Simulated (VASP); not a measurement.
## KF (Carobbiite): vibrations by perturbation theory with PBEsol

The system is KF (Carobbiite).

```xyz
2
Lattice="0.0000 2.6535 2.6535 2.6535 0.0000 2.6535 2.6535 2.6535 0.0000" Properties=species:S:1:pos:R:3 pbc="T T T"
K     0.0000    0.0000    0.0000
F     2.6535    2.6535    2.6535
```

```
Program                : VASP 6.6.1
Task                   : vibrations by perturbation theory
Functional             : PBEsol
Potentials or basis    : VASP PAW PBE potentials, release 64 (K_sv, F)
Cutoff                 : 520 eV
k mesh                 : 8 × 8 × 8
Occupations            : gaussian, width 0.01 eV
Spin                   : no spin polarisation
Dipole correction      : no
Further INCAR settings : ALGO = Normal; EDIFF = 1e-08; NBANDS = 15; IBRION = 8; NSW = 1
```

| Quantity | Value |
| --- | --- |
| Electronic dielectric tensor (diagonal) | 2.02 |
| Born charges (mean of the diagonal) | K +1.14; F -1.14 e |
| Highest phonon frequency at Γ, LO-TO splitting left out | 185 cm⁻¹ |

Phonon frequencies in cm⁻¹ (negative: imaginary):
| q point | frequencies |
| --- | --- |
| (0.000, 0.000, 0.000) | -1 -1 -1 185 185 185 |

Electronic dielectric tensor:
```
2.02 0.00 0.00
0.00 2.02 0.00
0.00 0.00 2.02
```

Born effective charge tensors (e):
atom 1, K
```
1.14 0.00 0.00
0.00 1.14 0.00
0.00 0.00 1.14
```
atom 2, F
```
-1.14  0.00  0.00
 0.00 -1.14  0.00
 0.00  0.00 -1.14
```

It took 4.7 min on 1 thread of Intel(R) Xeon(R) Platinum 8488C (Sapphire Rapids), on a shared host, peak memory 0.23 GiB.
